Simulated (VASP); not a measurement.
# La (Im-3m) in VASP: notebook, part 2 of 2

VASP 6.6.1. Earlier steps stand in the parts before.

## 3. Single point, BLYP+D3(BJ)

This run uses another cell than the first one, of 33.91 Å³/atom, 1.031 times its volume.

INCAR reads:

```
SYSTEM = La
PREC = Accurate
ENCUT = 520
EDIFF = 1E-7
ISMEAR = 1
SIGMA = 0.05
LREAL = .FALSE.
LASPH = .TRUE.
NELM = 100
ALGO = Normal
ISIF = 2
LWAVE = .FALSE.
LCHARG = .FALSE.
GGA = B5
ALDAX = 1.0
AGGAX = 1.0
AGGAC = 1.0
ALDAC = 0.0
IVDW = 12
VDW_S6 = 1.0
VDW_S8 = 2.6996
VDW_A1 = 0.4298
VDW_A2 = 4.2359
NBANDS = 12
```

KPOINTS reads:

```
regular mesh
0
G
  11 11 11
  0 0 0
```

POSCAR reads:

```
La
1.0
   -2.0390247178      2.0390247178      2.0390247178
    2.0390247178     -2.0390247178      2.0390247178
    2.0390247178      2.0390247178     -2.0390247178
La
1
Direct
    0.0000000000      0.0000000000      0.0000000000
```

Potentials or basis: VASP PAW PBE potentials, release 64 (La).

Run with:

```sh
$ cat potpaw_PBE.64/La/POTCAR > POTCAR
$ mpirun -np 1 vasp_std > vasp.out
```

OUTCAR:

```text
SYSTEM = La
   PREC = Accurate
   ENCUT = 520
   EDIFF = 1E-7
   ISMEAR = 1
   LREAL = .FALSE.
   LASPH = .TRUE.
   NELM = 100
   ISIF = 2
   GGA = B5
   IVDW = 12
 IVDW          = 12

 ion  position               nearest neighbor table
   1  0.000  0.000  0.000-

  LATTYP: Found a body centered cubic cell.
 ALAT       =     4.0780494356

  Lattice vectors:

 A1 = (  -2.0390247178,   2.0390247178,   2.0390247178)
 A2 = (   2.0390247178,  -2.0390247178,   2.0390247178)
 A3 = (   2.0390247178,   2.0390247178,  -2.0390247178)

Analysis of symmetry for initial positions (statically):
=====================================================================
 Subroutine PRICEL returns:
 Original cell was already a primitive cell.

 Routine SETGRP: Setting up the symmetry group for a
 body centered cubic supercell.

 Subroutine GETGRP returns: Found 48 space group operations
 (whereof 48 operations were pure point group operations)
 out of a pool of 48 trial point group operations.

The static configuration has the point symmetry O_h .

Analysis of symmetry for dynamics (positions and initial velocities):
=====================================================================
 Subroutine PRICEL returns:
 Original cell was already a primitive cell.

 Routine SETGRP: Setting up the symmetry group for a
 body centered cubic supercell.

 Subroutine GETGRP returns: Found 48 space group operations
 (whereof 48 operations were pure point group operations)
 out of a pool of 48 trial point group operations.

The dynamic configuration has the point symmetry O_h .

 Subroutine INISYM returns: Found 48 space group operations
 (whereof 48 operations are pure point group operations),
 and found     1 'primitive' translations

----------------------------------------------------------------------------------------

                                     Primitive cell

  volume of cell :      33.9100

  direct lattice vectors                    reciprocal lattice vectors
    -2.039024718  2.039024718  2.039024718     0.000000000  0.245215272  0.245215272
     2.039024718 -2.039024718  2.039024718     0.245215272  0.000000000  0.245215272
     2.039024718  2.039024718 -2.039024718     0.245215272  0.245215272  0.000000000

  length of vectors
     3.531694409  3.531694409  3.531694409     0.346786763  0.346786763  0.346786763

  position of ions in fractional coordinates (direct lattice)
     0.000000000  0.000000000  0.000000000

  ion indices of the primitive-cell ions
   primitive index   ion index
                 1           1

----------------------------------------------------------------------------------------

 KPOINTS: regular mesh

Automatic generation of k-mesh.
 Grid dimensions read from file:
 generate k-points for:   11   11   11

 Generating k-lattice:

  Cartesian coordinates                     Fractional coordinates (reciprocal lattice)
     0.000000000  0.022292297  0.022292297     0.090909091  0.000000000  0.000000000
     0.022292297  0.000000000  0.022292297     0.000000000  0.090909091  0.000000000
     0.022292297  0.022292297  0.000000000     0.000000000  0.000000000  0.090909091

  Length of vectors
     0.031526069  0.031526069  0.031526069

  Shift w.r.t. Gamma in fractional coordinates (k-lattice)
     0.000000000  0.000000000  0.000000000

 Subroutine IBZKPT returns following result:
 ===========================================

 Found     56 irreducible k-points:

 Following reciprocal coordinates:
            Coordinates               Weight
  0.000000  0.000000  0.000000      1.000000
  0.090909  0.000000  0.000000     12.000000
  0.181818  0.000000  0.000000     12.000000
  0.272727  0.000000  0.000000     12.000000
  0.363636  0.000000  0.000000     12.000000
  0.454545  0.000000  0.000000     12.000000
[... 16 lines left out ...]
  0.272727  0.181818  0.090909     48.000000
  0.363636  0.181818  0.090909     24.000000
 [... further k-points ...]
   k-points           NKPTS =     56   k-points in BZ     NKDIM =     56   number of bands    NBANDS=     12
   number of dos      NEDOS =    301   number of ions     NIONS =      1
   total plane-waves  NPLWV =  21952
   dimension x,y,z NGX =    28 NGY =   28 NGZ =   28
   dimension x,y,z NGXF=    56 NGYF=   56 NGZF=   56
   ions per type =               1
   NGX,Y,Z   is equivalent  to a cutoff of  13.18, 13.18, 13.18 a.u.
   NGXF,Y,Z  is equivalent  to a cutoff of  26.36, 26.36, 26.36 a.u.
 SYSTEM =  La
   PREC   = accura    normal or accurate (medium, high low for compatibility)
   ISTART =      0    job   : 0-new  1-cont  2-samecut
   ICHARG =      2    charge: 1-file 2-atom 10-const
   ISPIN  =      1    spin polarized calculation?
   LNONCOLLINEAR =      F non collinear calculations
   LSORBIT =      F    spin-orbit coupling
   LASPH  =      T    aspherical Exc in radial PAW
   ENCUT  =  520.0 eV  38.22 Ry    6.18 a.u.   6.57  6.57  6.57*2*pi/ulx,y,z
   NELM   =    100;   NELMIN=  2; NELMDL= -5     # of ELM steps
   EDIFF  = 0.1E-06   stopping-criterion for ELM
   LREAL  =      F    real-space projection
   EDIFFG = 0.1E-05   stopping-criterion for IOM
   NSW    =      0    number of steps for IOM
   IBRION =     -1    ionic relax: 0-MD 1-quasi-New 2-CG
   NFREE  =      0    steps in history (QN), initial steepest desc. (CG)
   ISIF   =      2    stress and relaxation
   ISYM   =      2    0-nonsym 1-usesym 2-fastsym
   POTIM  = 0.5000    time-step for ionic-motion
   TEBEG  =    0.0;   TEEND  =   0.0 temperature during run
   PSTRESS=    0.0 pullay stress
   NELECT =      11.0000    total number of electrons
   NUPDOWN=      -1.0000    fix difference up-down
   EMIN   =  10.00;   EMAX   =-10.00  energy-range for DOS
   EFERMI =   0.00;   METHOD = LEGACY
   ISMEAR =     1;   SIGMA  =   0.05  broadening in eV -4-tet -1-fermi 0-gaus
   EFERMI_NEDOS =   21; number of points for ismear=-14 and -15
   IALGO  =     38    algorithm
   IMIX   =      4    mixing-type and parameters
     AMIX     =   0.40;   BMIX     =  1.00
     AMIX_MAG =   1.60;   BMIX_MAG =  1.00
  volume/ion in A,a.u.               =      33.91       228.84
  Fermi-wavevector in a.u.,A,eV,Ry     =   1.124855  2.125668 17.215437  1.265299
  Thomas-Fermi vector in A             =   2.261529
   LORBIT       =      0    0 simple, 1 ext, 2 COOP (PROOUT), +10 PAW based schemes
   GGA     = B5    functional components
   LHFCALC =     F    Hartree Fock is set to
   AEXX    =    0.0000 exact exchange contribution
   IVDW    =    12    specifies the selected vdW correction
   LEPSILON=     F    determine dielectric tensor
   LRPA    =     F    only Hartree local field effects (RPA)
 non-spin polarized calculation
 Methfessel and Paxton  Order N= 1 SIGMA  =   0.05
  energy-cutoff  :      520.00
  volume of cell :       33.91
 maximum number of plane-waves:       943
   NGX = 13   NGY = 13   NGZ = 13

 number of electron      10.9999999 magnetization

 Free energy of the ion-electron system (eV)
  ---------------------------------------------------
  ext. energy  EPLUGINS =         0.00000000
  ---------------------------------------------------
  free energy    TOTEN  =        -3.71637920 eV

  energy without entropy =       -3.71604323  energy(sigma->0) =       -3.71626721

 E-fermi :   9.2994     XC(G=0):  -9.3647

 val. band max:        9.2959187113   @ k =   0.2727   0.1818   0.0909
 cond. band min:       9.3030542699   @ k =  -0.2727   0.3636   0.0909
 fundamental gap:      0.0071355586
 Fermi energy:         9.2994309723

 k-point     1 :       0.0000    0.0000    0.0000
  band No.  band energies     occupation
      1     -23.5336      2.00000
      2      -6.3139      2.00000
      3      -6.3139      2.00000
      4      -6.3139      2.00000
      5       6.3187      2.00000
      6      10.7309      0.00000
      7      10.7309      0.00000
      8      10.7309      0.00000
      9      10.8241      0.00000
     10      10.8241      0.00000
     11      10.8241      0.00000
     12      11.5849      0.00000
[... 331 lines left out ...]
 k-point    24 :       0.3636    0.1818    0.0909
  band No.  band energies     occupation
      1     -23.2213      2.00000
      2      -7.7901      2.00000
      3      -7.1410      2.00000
      4      -6.6381      2.00000
      5       8.5899      2.00000
      6       9.2932      1.21060
      7      10.8468      0.00000
      8      11.0455      0.00000
      9      11.1435      0.00000
     10      11.4080      0.00000
     11      11.4315      0.00000
     12      11.4584      0.00000

 [... further k-points ...]

------------------------ aborting loop because EDIFF is reached ----------------------------------------

 Edisp (eV)   -1.14441

 E8    (eV) :    -0.9371

  FORCE on cell =-STRESS in cart. coord.  units (eV):
  Direction    XX          YY          ZZ          XY          YZ          ZX
  --------------------------------------------------------------------------------------
  -------------------------------------------------------------------------------------
  Total      -0.00879    -0.00879    -0.00879     0.00000    -0.00000     0.00000
  in kB      -0.41519    -0.41519    -0.41519     0.00000    -0.00000     0.00000
  external pressure =       -0.42 kB  Pullay stress =        0.00 kB

 VOLUME and BASIS-vectors are now :
 -----------------------------------------------------------------------------
  energy-cutoff  :      520.00
  volume of cell :       33.91
      direct lattice vectors                 reciprocal lattice vectors
    -2.039024718  2.039024718  2.039024718     0.000000000  0.245215272  0.245215272
     2.039024718 -2.039024718  2.039024718     0.245215272  0.000000000  0.245215272
     2.039024718  2.039024718 -2.039024718     0.245215272  0.245215272  0.000000000

 POSITION                                       TOTAL-FORCE (eV/Angst)
 -----------------------------------------------------------------------------------
      0.00000      0.00000      0.00000         0.000000      0.000000     -0.000000
 -----------------------------------------------------------------------------------
    total drift:                               -0.000000      0.000000      0.000000

  FREE ENERGIE OF THE ION-ELECTRON SYSTEM (eV)
  ---------------------------------------------------
  free  energy   TOTEN  =        -4.8607899827 eV

  energy  without entropy=       -4.8604540071  energy(sigma->0) =       -4.86067799
```

OSZICAR:

```text
N       E                     dE             d eps       ncg     rms          rms(c)
DAV:   1     0.969304913535E+02    0.96930E+02   -0.38376E+03  1360   0.121E+03
DAV:   2     0.223098377803E+01   -0.94700E+02   -0.90631E+02  1748   0.183E+02
DAV:   3    -0.343673645164E+01   -0.56677E+01   -0.54270E+01  1940   0.756E+01
DAV:   4    -0.371138365941E+01   -0.27465E+00   -0.25984E+00  2504   0.105E+01
DAV:   5    -0.372174345712E+01   -0.10360E-01   -0.10329E-01  2252   0.207E+00    0.293E+00
DAV:   6    -0.372163920296E+01    0.10425E-03   -0.22795E-02  2496   0.137E+00    0.177E+00
DAV:   7    -0.371717517006E+01    0.44640E-02   -0.37386E-02  2656   0.197E+00    0.160E-01
DAV:   8    -0.371711158194E+01    0.63588E-04   -0.20479E-02  2464   0.124E+00    0.203E-01
DAV:   9    -0.371638332484E+01    0.72826E-03   -0.58330E-03  2260   0.615E-01    0.316E-02
DAV:  10    -0.371638926347E+01   -0.59386E-05   -0.67683E-04  2332   0.209E-01    0.171E-02
DAV:  11    -0.371638142110E+01    0.78424E-05   -0.39726E-05  2428   0.591E-02    0.417E-03
DAV:  12    -0.371637999349E+01    0.14276E-05   -0.71568E-06  2568   0.173E-02    0.129E-03
DAV:  13    -0.371637943243E+01    0.56106E-06   -0.57677E-07  2540   0.583E-03    0.174E-03
DAV:  14    -0.371637921804E+01    0.21439E-06   -0.19551E-07  2120   0.358E-03    0.825E-04
DAV:  15    -0.371637920135E+01    0.16692E-07   -0.18897E-07  2264   0.307E-03
   1 F= -.48607900E+01 E0= -.48606780E+01  d E =-.335976E-03
```

It took 39 s on 1 thread of Intel Xeon Platinum 8259CL at 2.50GHz (Skylake/Cascade Lake), shared host; peak memory 0.19 GiB.

What came out:

* Free energy: -4.8608 eV
* Pressure: 0.0 GPa
* Dispersion energy per atom: -1.144 eV

Caveat: the PAW data sets were made with another functional, which shifts forces and pressure a little; spin-orbit coupling is left out, which moves the levels of the heavy elements; pairwise dispersion overbinds metals, which lowers pressure and volume.

## 4. Single point, PBEsol

This run uses another cell than the first one, of 34.59 Å³/atom, 1.051 times its volume.

INCAR reads:

```
SYSTEM = La
PREC = Accurate
ENCUT = 520
EDIFF = 1E-6
ISMEAR = 1
SIGMA = 0.05
LREAL = .False.
LASPH = .True.
NELM = 80
ALGO = Normal
ISIF = 2
LWAVE = .False.
LCHARG = .False.
GGA = PS
NBANDS = 12
```

KPOINTS reads:

```
Automatic mesh
0
Gamma
  11 11 11
  0 0 0
```

POSCAR reads:

```
La
1.0
   -2.0525678734      2.0525678734      2.0525678734
    2.0525678734     -2.0525678734      2.0525678734
    2.0525678734      2.0525678734     -2.0525678734
La
1
Direct
    0.0000000000      0.0000000000      0.0000000000
```

Run with:

```sh
$ cat potpaw_PBE.64/La/POTCAR > POTCAR
$ mpirun -np 1 vasp_std > vasp.out
```

Wall time 21 s (1 thread of Intel Xeon Platinum 8259CL at 2.50GHz (Skylake/Cascade Lake), shared host); peak memory 0.18 GiB.

It converged, with:

| Quantity | Value |
| --- | --- |
| Free energy | -5.1957 eV |
| Pressure | 0.1 GPa |

Levels at points of the mesh, in eV from the Fermi level:
```
           k point  band 1  band 2  band 3  band 4  band 5  band 6  band 7  band 8  band 9  band 10
(0.00, 0.00, 0.00)  -32.76  -15.52  -15.52  -15.52   -3.17    1.56    1.56    1.56    1.64     1.64
```

Caveat: the PAW data sets were made with another functional, which shifts forces and pressure a little; spin-orbit coupling is left out, which moves the levels of the heavy elements.

## 5. Overview

```tsv
level	potentials or basis	cell	gap on the mesh (eV)	pressure (GPa)
LDA	VASP PAW LDA potentials, release 64 (La)	a = 3.496 Å, angles 109.5°, 1 atom	none	-0.1
BLYP+D3(BJ)	VASP PAW PBE potentials, release 64 (La)	a = 3.532 Å, angles 109.5°, 1 atom	none	0.0
PBEsol	VASP PAW PBE potentials, release 64 (La)	a = 3.555 Å, angles 109.5°, 1 atom	none	0.1
```

Alike in all rows: task single point; no spin polarisation; k mesh 11 × 11 × 11; cutoff (eV) 520; smearing methfessel-paxton 0.05 eV.

Caveats: spin-orbit coupling is left out, which moves the levels of the heavy elements; the PAW data sets were made with another functional, which shifts forces and pressure a little (some runs); pairwise dispersion overbinds metals, which lowers pressure and volume (some runs).

Total energies depend on the potentials used, so only differences within one code and one set of settings carry meaning.
